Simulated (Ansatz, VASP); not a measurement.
## SnP2 in VASP and in Ansatz

File INCAR:

```
PREC = Accurate
ENCUT = 600
EDIFF = 1E-6
ISMEAR = 0
SIGMA = 0.1
LREAL = F
LASPH = T
NELM = 60
ALGO = Normal
ISIF = 3
LWAVE = F
LCHARG = F
GGA = PE
IBRION = 2
NSW = 100
EDIFFG = -0.01
```

File KPOINTS:

```
Automatic mesh
0
Gamma
  12 12 12
```

File POSCAR:

```
SnP2
1.0
    0.0000000000      3.2298007641      3.2298007641
    3.2298007641      0.0000000000      3.2298007641
    3.2298007641      3.2298007641      0.0000000000
Sn P
1 2
Direct
    0.0000000000      0.0000000000      0.0000000000
    0.2500000000      0.2500000000      0.2500000000
    0.7500000000      0.7500000000      0.7500000000
```

Input for Ansatz:

```yaml
crystal:
  lattice:
    - [0.0, 3.2298007641, 3.2298007641]
    - [3.2298007641, 0.0, 3.2298007641]
    - [3.2298007641, 3.2298007641, 0.0]
  atoms:
    - { symbol: Sn, position: [0.0, 0.0, 0.0] }
    - { symbol: P, position: [0.25, 0.25, 0.25] }
    - { symbol: P, position: [0.75, 0.75, 0.75] }
basis:
  ecutwfc: 420
kpoints:
  mp_grid: { grid: [12, 12, 12] }
hamiltonian:
  xc: pbe
scf:
  occupations: { method: gaussian, width: 0.1 }
output:
  forces: true
  stress: true
  eigenvalues: true
relax:
  adjacent_minimum: "off"
  f_tol: 0.01
  max_steps: 80
  cell: { stress_tol: 0.05 }
```

Alike in both runs: task relaxation of cell and atoms; functional PBE; k mesh 12 × 12 × 12; occupations gaussian, width 0.1 eV; no spin polarisation.

|  | VASP | Ansatz |
| --- | --- | --- |
| version | VASP 6.6.1 | Ansatz 0.2.0 |
| potentials or method | VASP PAW PBE potentials, release 64 (Sn_d, P), cutoff 600 eV | scalar-relativistic, plane waves, PAW |
| valence electrons in the cell | 24 | 24 |

```csv
,VASP,Ansatz,Ansatz less VASP
"gap on the k mesh at the Fermi level, each at its own relaxed structure (eV)",none,none,-
relaxed volume (Å³/atom),22.46,22.46,0.000
relaxed length of the cell vector where the two differ most in proportion (Å),4.568,4.568,0.0000
```

A gap of «none» marks a metal or a gap that the smearing closes.

Noted on VASP's run: the relaxation stopped at its first step, so nothing moved.
